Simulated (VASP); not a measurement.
## As: single point with LDA

As:

```
As
1.0
     1.87975    1.08527    3.48577
    -1.87975    1.08527    3.48577
     0.00000   -2.17055    3.48577
As
2
Direct
  0.22754 0.22754 0.22754
  0.77246 0.77246 0.77246
```

```
Program                : VASP 6.6.1
Task                   : single point
Functional             : LDA
Potentials or basis    : VASP PAW LDA potentials, release 64 (As)
Cutoff                 : 500 eV
k mesh                 : 6 × 6 × 6
Occupations            : gaussian, width 0.1 eV
Spin                   : no spin polarisation
Dipole correction      : no
Further INCAR settings : ALGO = Normal; EDIFF = 1e-06; NBANDS = 12
```

The pressure is -1.2 GPa, the largest force is 0.019 eV/Å and the band gap on the k mesh is zero (band 5 reaches 5.53 eV, above the bottom of band 6 at 5.17 eV).

Forces on the atoms (eV/Å):
```
As   0.000  0.000  0.019
As   0.000  0.000 -0.019
```

Stress tensor (GPa, compression positive):
```
-0.73  0.00  0.00
 0.00 -0.73  0.00
 0.00  0.00 -2.28
```

Levels at points of the mesh, in eV from the Fermi level:
```
           k point  band 1  band 2  band 3  band 4  band 5  band 6  band 7  band 8  band 9  band 10
(0.00, 0.00, 0.00)  -15.08   -5.83   -2.53   -1.99   -1.99    1.76    2.95    2.95    6.80     6.80
(0.50, 0.00, 0.00)  -12.32  -11.16   -2.74   -2.72   -0.36   -0.35    0.24    1.24    8.96     9.25
(0.50, 0.50, 0.00)  -12.29   -9.69   -6.09   -4.28   -4.13    1.49    5.45    6.76    7.28    10.64
(0.50, 0.50, 0.50)  -13.71  -10.14   -1.70   -1.70   -0.63    0.68    0.68    1.77    8.04    10.53
```

Wall time 6.1 s on 1 thread of AMD EPYC 9R45 96-Core Processor (Zen 5), on a shared host, peak memory 0.12 GiB.
